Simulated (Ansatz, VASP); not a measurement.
**Two plane-wave programs on Sb**

```
Sb
1.0
     3.35453    0.00000    0.00000
    -1.67727    2.90511    0.00000
     0.00000    0.00000    5.47016
Sb
2
Direct
  0.66667 0.33333 0.75000
  0.33333 0.66667 0.25000
```

Alike in both runs: task single point; functional PBE; k mesh 9 × 9 × 5; occupations gaussian, width 0.017 eV; no spin polarisation.

```csv
,VASP,Ansatz
version,VASP 6.6.1,Ansatz 0.2.0
potentials or method,"VASP PAW PBE potentials, release 64 (Sb)",Ansatz PAW
plane-wave cutoff (eV),520,420
valence electrons in the cell,10,30
```

```csv
,VASP,Ansatz,Ansatz less VASP
gap on the k mesh at the Fermi level (eV),none,none,-
pressure (GPa),1.3,1.5,+0.16
"traceless stress, the component that is largest in VASP (GPa)",0.47,0.44,-0.030
```

A gap of «none» marks a metal or a gap that the smearing closes. VASP's potentials hold 10 valence electrons a cell and Ansatz's 30, so a difference there can come from the potentials and not from the codes.

Spin-orbit coupling is off throughout.
